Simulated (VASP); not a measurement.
Ti2Al6H, 9 atoms in the cell. The cell holds a slab with vacuum, 9 atoms: a = 5.024 Å, b = 5.024 Å, c = 21.219 Å, α = 90.00°, β = 90.00°, γ = 64.55°. 

- Program: VASP 6.6.1
- Task: single point
- Functional: PBE
- Dispersion: D3(BJ)
- Potentials or basis: VASP PAW PBE potentials, release 64 (Al, Ti_sv, H)
- Cutoff: 520 eV
- k mesh: 6 × 6 × 1
- Occupations: gaussian, width 0.1 eV
- Spin: no spin polarisation
- Dipole correction: yes
- Further INCAR settings: ALGO = Normal; EDIFF = 1e-06; NBANDS = 32

Potentials or basis: VASP PAW PBE potentials, release 64 (Al, Ti_sv, H).

The run is started by

```console
$ cat potpaw_PBE.64/Al/POTCAR potpaw_PBE.64/Ti_sv/POTCAR potpaw_PBE.64/H/POTCAR > POTCAR
$ mpirun -np 1 vasp_std > vasp.out
```

Hardware: 1 thread of Intel Xeon 8259CL, with other jobs on the host.

How long does it take, and how much memory?

It took 14 min on 1 thread of Intel Xeon 8259CL, with other jobs on the host, peak memory 0.64 GiB. Counts: scf iterations 27, k points 13.
